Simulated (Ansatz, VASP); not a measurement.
## One calculation of AlN, two programs

Contents of POSCAR:

```
AlN
1.0
    0.0000000000      2.1839935596      2.1839935596
    2.1839935596      0.0000000000      2.1839935596
    2.1839935596      2.1839935596      0.0000000000
Al N
1 1
Direct
    0.0000000000      0.0000000000      0.0000000000
    0.2500000000      0.2500000000      0.2500000000
```

Contents of INCAR.step1:

```
PREC     = Accurate       # precision mode
ENCUT    = 520            # plane-wave cutoff, eV
EDIFF    = 1E-5           # SCF threshold, eV
ISMEAR   = -1             # smearing method
SIGMA    = 0.05           # smearing width, eV
LREAL    = False          # projectors in reciprocal space
LASPH    = True           # aspherical terms in the spheres
NELM     = 80             # most SCF steps
ALGO     = Normal         # electronic algorithm
ISIF     = 2              # what is computed and relaxed
LWAVE    = True           # write WAVECAR
LCHARG   = False          # write CHGCAR
GGA      = PE             # functional
NBANDS   = 11             # bands
```

Contents of INCAR.step2:

```
PREC     = Accurate       # precision mode
ENCUT    = 520            # plane-wave cutoff, eV
EDIFF    = 1E-6           # SCF threshold, eV
ISMEAR   = -1             # smearing method
SIGMA    = 0.05           # smearing width, eV
LREAL    = False          # projectors in reciprocal space
LASPH    = True           # aspherical terms in the spheres
NELM     = 80             # most SCF steps
ALGO     = Normal         # electronic algorithm
ISIF     = 2              # what is computed and relaxed
LWAVE    = False          # write WAVECAR
LCHARG   = False          # write CHGCAR
GGA      = B5             # functional
LHFCALC  = True           # exact exchange
AEXX     = 0.5            # exact-exchange fraction
ALDAX    = 0.5          
AGGAX    = 0.5          
AGGAC    = 1.0          
ALDAC    = 0.0          
PRECFOCK = Normal       
ISTART   = 1            
NBANDS   = 11             # bands
```

KPOINTS

```
Automatic mesh
0
Gamma
  6 6 6
```

The input input.yaml:

```yaml
crystal:
  lattice:
    - [0.0, 2.1839935596, 2.1839935596]
    - [2.1839935596, 0.0, 2.1839935596]
    - [2.1839935596, 2.1839935596, 0.0]
  atoms:
    - { symbol: Al, position: [0.0, 0.0, 0.0] }
    - { symbol: "N", position: [0.25, 0.25, 0.25] }
hamiltonian:
  xc: { name: BHLYP }
  pseudopotentials: { kind: paw }
kpoints:
  mp_grid: { grid: [6, 6, 6] }
  band_path:
    path:
      - [[0.0, 0.0, 0.0], [0.5, 0.0, 0.5], [0.5, 0.25, 0.75], [0.375, 0.375, 0.75], [0.0, 0.0, 0.0], [0.5, 0.5, 0.5], [0.625, 0.25, 0.625], [0.5, 0.25, 0.75], [0.5, 0.5, 0.5], [0.375, 0.375, 0.75]]
      - [[0.625, 0.25, 0.625], [0.5, 0.0, 0.5]]
    npoints: 4
scf:
  occupations: { method: fermi_dirac, width: 0.05 }
  n_extra_bands: 6
output:
  forces: true
  stress: true
  eigenvalues: true
  fatbands: false
```

Alike in both runs: functional BHLYP; k mesh 6 × 6 × 6; occupations fermi-dirac, width 0.05 eV; no spin polarisation.

|  | VASP | Ansatz |
| --- | --- | --- |
| version | VASP 6.6.1 | Ansatz 0.2.0 |
| potentials or method | VASP PAW PBE potentials, release 64 (Al, N) | Ansatz PAW |
| plane-wave cutoff (eV) | 520 | 420 |
| valence electrons in the cell | 8 | 8 |
| task | single point | band structure |

```tsv
	VASP	Ansatz	Ansatz less VASP
gap on the k mesh at the Fermi level (eV)	7.77	7.75	-0.027
least direct gap on the mesh (eV)	8.79	8.84	+0.046
pressure (GPa)	-2.4	-3.0	-0.53
```

VASP's potentials were made for PBE, not for BHLYP. The functional is the same, so the differences come from potentials, cutoffs and numerics.
